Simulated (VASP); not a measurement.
# TiO2 (I4/m) in VASP: electric field gradients with PBE

Aim: the electric field gradients of TiO2 with PBE.

Program: VASP 6.6.1. These are calculated values, not measurements. Logs are shortened: lines on timing, memory, paths and dates and some standing lists are left out, and cuts for length are marked.

## Step 1: The cell of the first run

Symmetry: I4/m, No. 87, tetragonal system. The conventional cell has a = 10.195 Å, b = 10.195 Å, c = 2.967 Å, α = 90.00°, β = 90.00°, γ = 90.00°. Within 2.5 Å of Ti (site symmetry m) lie 6 O at 1.89 to 2.06 Å. Within 2.5 Å of O (site symmetry m) lie 3 Ti at 1.89 to 2.01 Å. O (site symmetry m) has 3 Ti at 1.92 to 2.06 Å within 2.5 Å.

## Step 2: Electric field gradients, PBE

File INCAR:

```
ALGO     = Normal         # electronic algorithm
EDIFF    = 1E-8           # SCF threshold, eV
ENCUT    = 520            # plane-wave cutoff, eV
GGA      = PE             # functional
ISIF     = 2              # what is computed and relaxed
ISMEAR   = -1             # smearing method
LASPH    = T              # aspherical terms in the spheres
LCHARG   = F              # write CHGCAR
LEFG     = T            
LREAL    = F              # projectors in reciprocal space
LWAVE    = F              # write WAVECAR
NBANDS   = 60             # bands
NELM     = 100            # most SCF steps
PREC     = Accurate       # precision mode
SIGMA    = 0.02           # smearing width, eV
```

File KPOINTS:

```
k-points
0
Gamma
  8 8 8
```

File POSCAR:

```
TiO2
1.0
   -5.0974444050      5.0974444050      1.4837227700
    5.0974444050     -5.0974444050      1.4837227700
    5.0974444050      5.0974444050     -1.4837227700
Ti O
4 8
Direct
    0.6444529200      0.1725869100      0.8170398300
    0.1725869100      0.3555470800      0.5281339900
    0.8274130900      0.6444529200      0.4718660100
    0.3555470800      0.8274130900      0.1829601700
    0.8362624700      0.4589847300      0.2952472000
    0.4589847300      0.1637375300      0.6227222600
    0.5410152700      0.8362624700      0.3772777400
    0.1637375300      0.5410152700      0.7047528000
    0.1566068900      0.7909642100      0.9475711000
    0.7909642100      0.8433931100      0.6343573200
    0.8433931100      0.2090357900      0.0524289000
    0.2090357900      0.1566068900      0.3656426800
```

Potentials or basis: VASP PAW PBE potentials, release 64 (Ti_sv, O).

Run with:

```bash
$ cat potpaw_PBE.64/Ti_sv/POTCAR potpaw_PBE.64/O/POTCAR > POTCAR
$ mpirun -np 1 vasp_std > vasp.out
```

OUTCAR:

```text
EDIFF = 1E-8
   ENCUT = 520
   GGA = PE
   ISIF = 2
   ISMEAR = -1
   LASPH = T
   LREAL = F
   NELM = 100
   PREC = Accurate

 ion  position               nearest neighbor table
   1  0.644  0.173  0.817-   6 1.89   9 1.92   9 1.92   8 2.01   8 2.01  11 2.06
   2  0.173  0.356  0.528-   8 1.89  10 1.92  10 1.92   7 2.01   7 2.01  12 2.06
   3  0.827  0.644  0.472-   5 1.89  12 1.92  12 1.92   6 2.01   6 2.01  10 2.06
   4  0.356  0.827  0.183-   7 1.89  11 1.92  11 1.92   5 2.01   5 2.01   9 2.06
   5  0.836  0.459  0.295-   3 1.89   4 2.01   4 2.01
   6  0.459  0.164  0.623-   1 1.89   3 2.01   3 2.01
   7  0.541  0.836  0.377-   4 1.89   2 2.01   2 2.01
   8  0.164  0.541  0.705-   2 1.89   1 2.01   1 2.01
   9  0.157  0.791  0.948-   1 1.92   1 1.92   4 2.06
  10  0.791  0.843  0.634-   2 1.92   2 1.92   3 2.06
  11  0.843  0.209  0.052-   4 1.92   4 1.92   1 2.06
  12  0.209  0.157  0.366-   3 1.92   3 1.92   2 2.06

  LATTYP: Found a body centered tetragonal cell.
 ALAT       =    10.1948888100
 C/A-ratio  =     0.2910718886

  Lattice vectors:

 A1 = (  -5.0974444050,   5.0974444050,   1.4837227700)
 A2 = (   5.0974444050,  -5.0974444050,   1.4837227700)
 A3 = (   5.0974444050,   5.0974444050,  -1.4837227700)

Analysis of symmetry for initial positions (statically):
=====================================================================
 Subroutine PRICEL returns:
 Original cell was already a primitive cell.

 Routine SETGRP: Setting up the symmetry group for a
 body centered tetragonal supercell.

 Subroutine GETGRP returns: Found  8 space group operations
 (whereof  8 operations were pure point group operations)
 out of a pool of 16 trial point group operations.

The static configuration has the point symmetry C_4h.

Analysis of symmetry for dynamics (positions and initial velocities):
=====================================================================
 Subroutine PRICEL returns:
 Original cell was already a primitive cell.

 Routine SETGRP: Setting up the symmetry group for a
 body centered tetragonal supercell.

 Subroutine GETGRP returns: Found  8 space group operations
 (whereof  8 operations were pure point group operations)
 out of a pool of 16 trial point group operations.

The dynamic configuration has the point symmetry C_4h.

 Subroutine INISYM returns: Found  8 space group operations
 (whereof  8 operations are pure point group operations),
 and found     1 'primitive' translations

----------------------------------------------------------------------------------------

                                     Primitive cell

  volume of cell :     154.2119

  direct lattice vectors                    reciprocal lattice vectors
    -5.097444405  5.097444405  1.483722770     0.000000000  0.098088367  0.336990178
     5.097444405 -5.097444405  1.483722770     0.098088367  0.000000000  0.336990178
     5.097444405  5.097444405 -1.483722770     0.098088367  0.098088367  0.000000000

  length of vectors
     7.359980447  7.359980447  7.359980447     0.350975366  0.350975366  0.138717900

  position of ions in fractional coordinates (direct lattice)
     0.644452920  0.172586910  0.817039830
     0.172586910  0.355547080  0.528133990
     0.827413090  0.644452920  0.471866010
     0.355547080  0.827413090  0.182960170
     0.836262470  0.458984730  0.295247200
     0.458984730  0.163737530  0.622722260
     0.541015270  0.836262470  0.377277740
     0.163737530  0.541015270  0.704752800
     0.156606890  0.790964210  0.947571100
     0.790964210  0.843393110  0.634357320
     0.843393110  0.209035790  0.052428900
     0.209035790  0.156606890  0.365642680

  ion indices of the primitive-cell ions
   primitive index   ion index
                 1           1
                 2           2
                 3           3
                 4           4
                 5           5
                 6           6
                 7           7
[... 94 lines left out ...]
   IALGO  =     38    algorithm
   IMIX   =      4    mixing-type and parameters
     AMIX     =   0.40;   BMIX     =  1.00
     AMIX_MAG =   1.60;   BMIX_MAG =  1.00
  volume/ion in A,a.u.               =      12.85        86.72
  Fermi-wavevector in a.u.,A,eV,Ry     =   1.397846  2.641546 26.585422  1.953973
  Thomas-Fermi vector in A             =   2.521062
   LORBIT       =      0    0 simple, 1 ext, 2 COOP (PROOUT), +10 PAW based schemes
   GGA     = PE    functional components
   LHFCALC =     F    Hartree Fock is set to
   AEXX    =    0.0000 exact exchange contribution
   IVDW    =     0    specifies the selected vdW correction
   LEPSILON=     F    determine dielectric tensor
   LRPA    =     F    only Hartree local field effects (RPA)
 non-spin polarized calculation
  energy-cutoff  :      520.00
  volume of cell :      154.21
 maximum number of plane-waves:      4188
   NGX = 27   NGY = 27   NGZ = 27

 number of electron      96.0000026 magnetization

 Free energy of the ion-electron system (eV)
  ---------------------------------------------------
  ext. energy  EPLUGINS =         0.00000000
  ---------------------------------------------------
  free energy    TOTEN  =      -107.02167267 eV

  energy without entropy =     -107.02167267  energy(sigma->0) =     -107.02167267

 E-fermi :   2.4180     XC(G=0):  -9.8007

 val. band max:        1.9407573291   @ k =  -0.3750   0.3750   0.0000
 cond. band min:       4.5426587004   @ k =  -0.3750  -0.3750   0.3750
 fundamental gap:      2.6019013713
 Fermi energy:         2.4180073641

 k-point     1 :       0.0000    0.0000    0.0000
  band No.  band energies     occupation
      1     -54.4043      2.00000
      2     -54.3954      2.00000
      3     -54.3718      2.00000
      4     -54.3718      2.00000
      5     -30.8492      2.00000
      6     -30.7660      2.00000
[... 1501 lines left out ...]
     59       6.1355      0.00000
     60       6.5606      0.00000

 [... further k-points ...]
[... 5 lines left out ...]
  --------------------------------------------------------------------------------------
  -------------------------------------------------------------------------------------
  Total        3.3983588      3.3983588      3.3068817      0.0000005      0.0000000      0.0000000
  in kB       35.3071014     35.3071014     34.3567040      0.0000054      0.0000000      0.0000000
  external PRESSURE =      34.9903023 kB  Pullay stress =       0.0000000 kB

 VOLUME and BASIS-vectors are now :
 -----------------------------------------------------------------------------
  energy-cutoff  :      520.00
  volume of cell :      154.21
      direct lattice vectors                 reciprocal lattice vectors
    -5.097444405  5.097444405  1.483722770     0.000000000  0.098088367  0.336990178
     5.097444405 -5.097444405  1.483722770     0.098088367  0.000000000  0.336990178
     5.097444405  5.097444405 -1.483722770     0.098088367  0.098088367  0.000000000

 POSITION                                       TOTAL-FORCE (eV/Angst)
 -----------------------------------------------------------------------------------
      1.75950      6.57013      0.00000         0.068889     -0.022843      0.000000
      3.62476      1.75950     -0.00000         0.022843      0.068889      0.000000
      1.47268      3.33794      1.48372        -0.022843     -0.068889      0.000000
      3.33794     -1.47268      1.48372        -0.068889      0.022843     -0.000000
     -0.41815      3.42816      1.48372         0.061565     -0.036849     -0.000000
      1.66929      4.67930     -0.00000         0.036849      0.061565      0.000000
      3.42816      0.41815      1.48372        -0.036849     -0.061565      0.000000
      5.51559      1.66929      0.00000        -0.061565      0.036849      0.000000
      8.06379      1.59659      0.00000         0.165413     -0.147895     -0.000000
      3.50085      2.96635      1.48372         0.147895      0.165413     -0.000000
     -2.96635      3.50085      1.48372        -0.165413      0.147895      0.000000
      1.59659      2.13110      0.00000        -0.147895     -0.165413     -0.000000
 -----------------------------------------------------------------------------------
    total drift:                               -0.000000      0.000000      0.000000

  FREE ENERGIE OF THE ION-ELECTRON SYSTEM (eV)
  ---------------------------------------------------
  free  energy   TOTEN  =      -107.0216726654 eV

  energy  without entropy=     -107.0216726654  energy(sigma->0) =     -107.02167267

 Electric field gradients (V/A^2)
---------------------------------------------------------------------
 ion       V_xx      V_yy      V_zz      V_xy      V_xz      V_yz
---------------------------------------------------------------------
   1      16.797     4.363   -21.160    -8.640     0.000     0.000
   2       4.363    16.797   -21.160     8.641     0.000     0.000
   3       4.363    16.797   -21.160     8.641     0.000     0.000
   4      16.797     4.363   -21.160    -8.640     0.000     0.000
   5       7.686   -16.709     9.023    -2.467    -0.000    -0.000
   6     -16.709     7.686     9.023     2.462    -0.000    -0.000
   7     -16.709     7.686     9.023     2.462    -0.000    -0.000
   8       7.686   -16.709     9.023    -2.467    -0.000    -0.000
   9       7.234    -1.717    -5.517     2.554    -0.000    -0.000
  10      -1.717     7.234    -5.517    -2.559    -0.000    -0.000
  11       7.234    -1.717    -5.517     2.554    -0.000    -0.000
  12      -1.717     7.234    -5.517    -2.559    -0.000    -0.000
---------------------------------------------------------------------

 Electric field gradients after diagonalization (V/A^2)
 (convention: |V_zz| > |V_xx| > |V_yy|)
----------------------------------------------------------------------
 ion       V_xx      V_yy      V_zz     asymmetry (V_yy - V_xx)/ V_zz
----------------------------------------------------------------------
   1     -21.160    -0.064    21.224       0.994
   2     -21.160    -0.065    21.226       0.994
   3     -21.160    -0.065    21.226       0.994
   4     -21.160    -0.064    21.224       0.994
   5       9.023     7.933   -16.956       0.064
   6       9.023     7.932   -16.955       0.064
   7       9.023     7.932   -16.955       0.064
   8       9.023     7.933   -16.956       0.064
   9      -5.517    -2.394     7.911       0.395
  10      -5.517    -2.397     7.914       0.394
  11      -5.517    -2.394     7.911       0.395
  12      -5.517    -2.397     7.914       0.394
----------------------------------------------------------------------

           NMR quadrupolar parameters

 Cq : quadrupolar parameter    Cq=e*Q*V_zz/h
 eta: asymmetry parameters     (V_yy - V_xx)/ V_zz
 Q  : nuclear electric quadrupole moment in mb (millibarn)
----------------------------------------------------------------------
 ion       Cq(MHz)       eta       Q (mb)
----------------------------------------------------------------------
   1       0.051       0.994       1.000
   2       0.051       0.994       1.000
   3       0.051       0.994       1.000
   4       0.051       0.994       1.000
   5      -0.041       0.064       1.000
   6      -0.041       0.064       1.000
   7      -0.041       0.064       1.000
   8      -0.041       0.064       1.000
   9       0.019       0.395       1.000
  10       0.019       0.394       1.000
  11       0.019       0.395       1.000
  12       0.019       0.394       1.000
----------------------------------------------------------------------
```

It took 21 min on 1 thread of Intel Xeon 6975P-C (Granite Rapids), shared host; peak memory 0.75 GiB.

What came out:

- Free energy: -107.0217 eV
- Pressure: 3.5 GPa
- Largest force: 0.222 eV/Å
- Band gap on the k mesh: 2.60 eV, indirect (least direct gap 2.72 eV)

Forces in eV/Å, atoms in the order of the input:
```
Ti   0.069 -0.023  0.000
Ti   0.023  0.069  0.000
Ti  -0.023 -0.069  0.000
Ti  -0.069  0.023  0.000
O    0.062 -0.037  0.000
O    0.037  0.062  0.000
O   -0.037 -0.062  0.000
O   -0.062  0.037  0.000
O    0.165 -0.148  0.000
O    0.148  0.165  0.000
O   -0.165  0.148  0.000
O   -0.148 -0.165  0.000
```

Levels at points of the mesh, in eV from the valence-band top:
```
           k point  band 46  band 47  band 48  band 49  band 50  band 51
(0.00, 0.00, 0.00)    -0.27    -0.27    -0.21     2.97     3.09     3.11
(0.50, 0.00, 0.00)    -0.84    -0.70    -0.65     2.93     2.93     3.22
(0.50, 0.50, 0.00)    -0.65    -0.15    -0.01     2.85     2.92     3.15
(0.50, 0.50, 0.50)    -0.58    -0.34    -0.20     2.86     3.02     3.02
```

Electric field gradients, principal values (V/Å²):
```tsv
atom	least	middle	greatest (by size)
1 Ti	-0.064	-21.160	21.224
2 Ti	-0.065	-21.160	21.226
3 Ti	-0.065	-21.160	21.226
4 Ti	-0.064	-21.160	21.224
5 O	7.933	9.023	-16.956
6 O	7.932	9.023	-16.955
7 O	7.932	9.023	-16.955
8 O	7.933	9.023	-16.956
9 O	-2.394	-5.517	7.911
10 O	-2.397	-5.517	7.914
11 O	-2.394	-5.517	7.911
12 O	-2.397	-5.517	7.914
```

Caveat: without QUAD_EFG the Cq values of the log hold for a quadrupole moment of 1 mb, not for the nuclei.
